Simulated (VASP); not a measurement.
Here is a VASP 6.6.1 calculation.

Contents of INCAR:

```
SYSTEM = K8Zn8HF24
ALGO = Normal ; EDIFF = 1E-7
ENCUT = 520 ; GGA = PS
ISIF = 2 ; ISMEAR = -1
ISYM = 0 ; LASPH = .TRUE.
LCHARG = .FALSE. ; LREAL = Auto
LWAVE = .FALSE. ; NBANDS = 194
NELECT = 336.0 ; NELM = 60
PREC = Accurate ; SIGMA = 0.05
```

KPOINTS

```
Automatic mesh
0
Gamma
  1 1 1
  0.25 0.25 0.25
```

POSCAR

```
K8Zn8HF24
1.0
    8.1045260000      0.0000000000      0.0000000000
    0.0000000000      8.1045260000      0.0000000000
    0.0000000000      0.0000000000      8.1045260000
K Zn F H
8 8 24 1
Direct
    0.9966400000      0.0096050000      0.0044480000
    0.9984870000      0.0112970000      0.4944110000
    0.9965860000      0.4913780000      0.0045360000
    0.9985020000      0.4896180000      0.4944380000
    0.5033250000      0.0068530000      0.9985880000
    0.5122430000      0.0251680000      0.4867630000
    0.5033560000      0.4941040000      0.9986000000
    0.5122600000      0.4756160000      0.4865240000
    0.2522980000      0.2504240000      0.2494750000
    0.2499370000      0.2504610000      0.7501350000
    0.2554980000      0.7504650000      0.2492010000
    0.2200950000      0.7505110000      0.7690790000
    0.7542990000      0.2504200000      0.2443350000
    0.7511240000      0.2504330000      0.7478140000
    0.7527690000      0.7504470000      0.2467940000
    0.7554730000      0.7504280000      0.7421310000
    0.2523320000      0.2502340000      0.9998410000
    0.2521600000      0.2506250000      0.5006760000
    0.2205950000      0.7507570000      0.0052500000
    0.3244210000      0.7503520000      0.5176000000
    0.7509040000      0.2505040000      0.9962640000
    0.7548330000      0.2503590000      0.4960620000
    0.7701860000      0.7503710000      0.9915510000
    0.7166330000      0.7504690000      0.4946480000
    0.0037560000      0.2506090000      0.2461670000
    0.0011890000      0.2500800000      0.7497790000
    0.0075980000      0.7502570000      0.2813420000
    0.9950900000      0.7507010000      0.6986370000
    0.5028800000      0.2502550000      0.2447480000
    0.4993050000      0.2507930000      0.7463070000
    0.5010720000      0.7506220000      0.2184340000
    0.4939300000      0.7498790000      0.7401430000
    0.2540410000      0.9973550000      0.2597230000
    0.2479860000      0.9934950000      0.7523910000
    0.2545390000      0.5035450000      0.2591560000
    0.2470410000      0.5073910000      0.7529170000
    0.7548420000      0.9999670000      0.2447520000
    0.7457690000      0.9987790000      0.7466410000
    0.7543740000      0.5008930000      0.2449880000
    0.7466430000      0.5020460000      0.7464030000
    0.4293140000      0.7501310000      0.6151170000
```

Potentials or basis: VASP PAW PBE potentials, release 64 (K_sv, Zn, F, H).

The run is started by

```console
$ cat potpaw_PBE.64/K_sv/POTCAR potpaw_PBE.64/Zn/POTCAR potpaw_PBE.64/F/POTCAR potpaw_PBE.64/H/POTCAR > POTCAR
$ mpirun -np 1 vasp_std > vasp.out
```

Problem. Estimate the largest force.

Solution. 0.086 eV/Å.

Forces in eV/Å, atoms in the order of the input:
```
K    0.003 -0.004  0.002
K    0.002 -0.003 -0.003
K    0.005  0.005  0.002
K    0.002  0.001 -0.003
K   -0.005 -0.007  0.001
K   -0.007 -0.004  0.001
K   -0.003  0.003 -0.002
K   -0.005  0.004  0.002
Zn   0.002  0.000  0.000
Zn   0.001 -0.001  0.002
Zn  -0.003  0.000  0.042
Zn   0.034 -0.001 -0.020
Zn  -0.002 -0.001  0.004
Zn  -0.002  0.000 -0.001
Zn   0.016 -0.001 -0.012
Zn  -0.010  0.000  0.015
F    0.002  0.002  0.001
F    0.003  0.000 -0.007
F   -0.001  0.002  0.046
F   -0.038 -0.002 -0.066
F   -0.003  0.000 -0.002
F    0.006 -0.001 -0.003
F    0.001  0.000  0.011
F   -0.014 -0.001  0.007
F    0.000  0.000 -0.001
F   -0.003  0.000  0.001
F   -0.020  0.002  0.004
F   -0.020  0.001 -0.037
F   -0.001  0.000 -0.005
F    0.006 -0.001 -0.003
F    0.017  0.001  0.000
F    0.021  0.001  0.084
F    0.002  0.016  0.004
F    0.007  0.026 -0.008
F   -0.003 -0.016  0.006
F    0.009 -0.026 -0.010
F   -0.002  0.001  0.001
F   -0.004  0.002 -0.001
F    0.002  0.001 -0.002
F   -0.006 -0.002  0.000
H    0.007  0.001 -0.047
```

Caveat: the cell carries a net charge on a neutralising background, which shifts energy and pressure; the PAW data sets were made with another functional, which shifts forces and pressure a little.
